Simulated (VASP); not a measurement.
A run of VASP 6.6.1:

Contents of POSCAR:

```
SiC
1.0
    2.9852283820      0.0000000000      0.0000000000
   -1.4926141910      2.5852836149      0.0000000000
    0.0000000000      0.0000000000      9.7744211025
Si C
4 4
Direct
    0.0000000000      0.0000000000     -0.0001885079
    0.3333333333      0.6666666667      0.2499845726
    0.0000000000      0.0000000000      0.4998114921
    0.6666666667      0.3333333333      0.7499845726
    0.0000000000      0.0000000000      0.1872875697
    0.3333333333      0.6666666667      0.4379163656
    0.0000000000      0.0000000000      0.6872875697
    0.6666666667      0.3333333333      0.9379163656
```

File INCAR.step1:

```
PREC = Accurate
ENCUT = 520
ISMEAR = 0
SIGMA = 0.01
LREAL = False
LASPH = True
NELM = 60
NBANDS = 26
GGA = PE
ALGO = Normal
EDIFF = 1E-4
LWAVE = True
LCHARG = False
```

File INCAR.step2:

```
PREC = Accurate
ENCUT = 520
EDIFF = 1E-7
ISMEAR = 0
SIGMA = 0.01
LREAL = False
LASPH = True
NELM = 60
ALGO = Normal
ISIF = 2
LWAVE = False
LCHARG = False
METAGGA = R2SCAN
LMIXTAU = True
NBANDS = 26
ISTART = 1
```

The input KPOINTS:

```
regular mesh
0
Gamma
  12 12 4
```

Potentials or basis: VASP PAW PBE potentials, release 64 (Si, C).

Command:

```sh
$ cat potpaw_PBE.64/Si/POTCAR potpaw_PBE.64/C/POTCAR > POTCAR
$ cp INCAR.step1 INCAR
$ mpirun -np 1 vasp_std > vasp.out
$ cp INCAR.step2 INCAR
$ mpirun -np 1 vasp_std > vasp.out
```

Hardware: 1 thread of Intel(R) Xeon(R) 6975P-C (Granite Rapids), with other jobs on the host.

Question: How long does it take, and how much memory?

Answer: Wall time 3.2 min on 1 thread of Intel(R) Xeon(R) 6975P-C (Granite Rapids), with other jobs on the host, peak memory 0.25 GiB. Counts: k points 57.
